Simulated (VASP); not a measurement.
PbO, 4 atoms in the cell. It takes space group P4/nmm (No. 129, tetragonal). Conventional cell: a = 4.034 Å, b = 4.034 Å, c = 4.993 Å, α = 90.00°, β = 90.00°, γ = 90.00°. Pb (site symmetry 4mm) has 4 O at 2.34 Å within 3.1 Å. Within 3.1 Å of O (site symmetry -4m2) lie 4 Pb at 2.34 Å and 4 O at 2.85 Å. 

| Property | Result |
| --- | --- |
| Program | VASP 6.6.1 |
| Task | single point |
| Functional | LDA |
| Potentials or basis | VASP PAW LDA potentials, release 64 (Pb_d, O) |
| Cutoff | 520 eV |
| k mesh | 8 × 8 × 6 |
| Occupations | gaussian, width 0.02 eV |
| Spin | no spin polarisation |
| Dipole correction | no |
| k mesh for the DOS | 12 × 12 × 9 |
| Occupations for the DOS | tetrahedron |
| Further INCAR settings | ALGO = Normal; EDIFF = 1e-06; NBANDS = 28 |

Potentials or basis: VASP PAW LDA potentials, release 64 (Pb_d, O).

Command:

```bash
$ cat potpaw_LDA.64/Pb_d/POTCAR potpaw_LDA.64/O/POTCAR > POTCAR
$ cp INCAR.step1 INCAR
$ cp KPOINTS.step1 KPOINTS
$ mpirun -np 1 vasp_std > vasp.out
$ cp INCAR.step2 INCAR
$ cp KPOINTS.step2 KPOINTS
$ mpirun -np 1 vasp_std > vasp.out
```

Hardware: 1 thread of Intel(R) Xeon(R) 6975P-C (Granite Rapids) (shared host).

Q: Estimate the wall time of this run.

A: It took 110 s on 1 thread of Intel(R) Xeon(R) 6975P-C (Granite Rapids) (shared host), peak memory 0.35 GiB. Counts: k points 140.
